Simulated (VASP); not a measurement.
A run of VASP 6.6.1 is set up as follows.

The input INCAR:

```
SYSTEM = PIr2
ALGO = Normal
EDIFF = 1E-6
ENCUT = 520
GGA = PS
GGA_COMPAT = .False.
ISIF = 2
ISMEAR = 0
LASPH = .True.
LCHARG = .True.
LMAXMIX = 4
LORBIT = 11
LORBMOM = .True.
LREAL = .False.
LSORBIT = .True.
LVHAR = .True.
LWAVE = .False.
MAGMOM = 0 0 0 0 0 0 0 0 0
NBANDS = 36
NELM = 150
PREC = Accurate
SIGMA = 0.05
```

File KPOINTS:

```
k-points
0
Gamma
  12 12 12
  0 0 0
```

File POSCAR:

```
PIr2
1.0
    0.0000000000      2.7933780190      2.7933780190
    2.7933780190      0.0000000000      2.7933780190
    2.7933780190      2.7933780190      0.0000000000
Ir P
2 1
Direct
    0.2500000000      0.2500000000      0.2500000000
    0.7500000000      0.7500000000      0.7500000000
    0.0000000000      0.0000000000      0.0000000000
```

Potentials or basis: VASP PAW PBE potentials, release 64 (Ir, P).

Command:

```sh
$ cat potpaw_PBE.64/Ir/POTCAR potpaw_PBE.64/P/POTCAR > POTCAR
$ mpirun -np 1 vasp_ncl > vasp.out
```

Estimate the net moment.

0.00 μB per cell.

What does it give for the pressure?

-6.8 GPa.

Moments on the atoms (μB; x, y, z):
```
Ir  0.00 0.00 0.00
Ir  0.00 0.00 0.00
P   0.00 0.00 0.00
```

Caveat: the cell stands under tension; the PAW data sets were made with another functional, which shifts forces and pressure a little.
